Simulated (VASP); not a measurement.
Crystal: AlN.

```
Al N
1.0
     0.00000    2.18399    2.18399
     2.18399    0.00000    2.18399
     2.18399    2.18399    0.00000
Al N
1 1
Direct
  0.00000 0.00000 0.00000
  0.25000 0.25000 0.25000
```

* Program: VASP 6.6.1
* Task: relaxation of cell and atoms
* Functional: PBE
* Potentials or basis: VASP PAW PBE potentials, release 64 (Al, N)
* Cutoff: 600 eV
* k mesh: 10 × 10 × 10
* Occupations: fermi-dirac, width 0.05 eV
* Spin: no spin polarisation

At the start: pressure 4.5 GPa; volume 10.42 Å³/atom.

Task: Where does the relaxation end?

Result: Over 3 steps the energy falls by 3.2 meV/atom and the volume is 10.65 Å³/atom (+2.2 %); space group F-43m (No. 216, to 0.05 Å).

Step by step:
| step | energy change (eV) | largest force (eV/Å) | pressure (GPa) | volume (Å³) |
| --- | --- | --- | --- | --- |
| 1 | 0.0000 | 0.0000 | 4.47 | 20.83 |
| 2 | -0.0014 | 0.0000 | -3.69 | 21.72 |
| 3 | -0.0064 | 0.0000 | 0.00 | 21.30 |

Final structure:
```
Al N
1.0
     0.00000    2.20019    2.20019
     2.20019    0.00000    2.20019
     2.20019    2.20019    0.00000
Al N
1 1
Direct
  0.00000 0.00000 0.00000
  0.25000 0.25000 0.25000
```
